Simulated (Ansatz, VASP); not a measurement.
**TaSi2 in VASP and in Ansatz**

Contents of INCAR:

```
SYSTEM = TaSi2
PREC     = Accurate       ! precision mode
ENCUT    = 520            ! plane-wave cutoff, eV
EDIFF    = 1E-6           ! SCF threshold, eV
ISMEAR   = 0              ! smearing method
SIGMA    = 0.15           ! smearing width, eV
LREAL    = .False.        ! projectors in reciprocal space
LASPH    = .True.         ! aspherical terms in the spheres
NELM     = 60             ! most SCF steps
ALGO     = Fast           ! electronic algorithm
ISIF     = 2              ! what is computed and relaxed
LWAVE    = .False.        ! write WAVECAR
LCHARG   = .True.         ! write CHGCAR
GGA      = PE             ! functional
LELF     = .True.         ! ELF
LVHAR    = .True.       
NBANDS   = 38             ! bands
```

KPOINTS

```
regular mesh
0
Gamma
  9 9 6
  0 0 0
```

Contents of POSCAR:

```
TaSi2
1.0
    4.8060235202      0.0000000000      0.0000000000
   -2.4030117601      4.1621384597      0.0000000000
    0.0000000000      0.0000000000      6.5995345254
Ta Si
3 6
Direct
    0.4550563997      0.0000000000     -0.0981887431
    0.5000000000      0.5000000000      0.6666666667
    0.0000000000      0.5000000000      0.3333333333
    0.1589152396      0.3178304793      0.0000000000
    0.8410847604      0.1589152396      0.6666666667
    0.6821695207      0.8410847604      0.3333333333
    0.8410847604      0.6821695207      0.0000000000
    0.1589152396      0.8410847604      0.6666666667
    0.3178304793      0.1589152396      0.3333333333
```

Input for Ansatz:

```yaml
crystal:
  lattice:
    - [4.8060235202, 0.0, 0.0]
    - [-2.4030117601, 4.1621384597, 0.0]
    - [0.0, 0.0, 6.5995345254]
  atoms:
    - { symbol: Ta, position: [0.4550563997, 0.0, -0.0981887431] }
    - { symbol: Ta, position: [0.5, 0.5, 0.6666666667] }
    - { symbol: Ta, position: [0.0, 0.5, 0.3333333333] }
    - { symbol: Si, position: [0.1589152396, 0.3178304793, 0.0] }
    - { symbol: Si, position: [0.8410847604, 0.1589152396, 0.6666666667] }
    - { symbol: Si, position: [0.6821695207, 0.8410847604, 0.3333333333] }
    - { symbol: Si, position: [0.8410847604, 0.6821695207, 0.0] }
    - { symbol: Si, position: [0.1589152396, 0.8410847604, 0.6666666667] }
    - { symbol: Si, position: [0.3178304793, 0.1589152396, 0.3333333333] }
basis:
  ecutwfc: 420
kpoints:
  mp_grid: { grid: [9, 9, 6] }
hamiltonian:
  xc: pbe
  pseudopotentials: { kind: paw, azcp: { folder: soft_1 } }
scf:
  occupations: { method: gaussian, width: 0.15 }
output:
  forces: true
  stress: true
  eigenvalues: true
```

Alike in both runs: task single point; functional PBE; k mesh 9 × 9 × 6; occupations gaussian, width 0.15 eV; no spin polarisation.

|  | VASP | Ansatz |
| --- | --- | --- |
| version | VASP 6.6.1 | Ansatz 0.2.0 |
| potentials or method | VASP PAW PBE potentials, release 64 (Ta_pv, Si), cutoff 520 eV | scalar-relativistic, plane waves, PAW |
| valence electrons in the cell | 57 | 63 |

|  | VASP | Ansatz | Ansatz less VASP |
| --- | --- | --- | --- |
| gap on the k mesh at the Fermi level (eV) | none | none | - |
| pressure (GPa) | 16.8 | 16.7 | -0.04 |
| traceless stress, the component that is largest in VASP (GPa) | 13.46 | 13.49 | +0.031 |
| rms of the force components (eV/Å) | 4.572 | 4.570 | -0.0024 |

Atom by atom the forces differ by 0.004 eV/Å (rms over components). A gap of «none» marks a metal or a gap that the smearing closes. With one functional, cell and mesh, what is left measures potentials, basis and numerics. VASP's potentials hold 57 valence electrons a cell and Ansatz's 63, so a difference there can come from the potentials and not from the codes.

Neither program's run includes spin-orbit coupling.
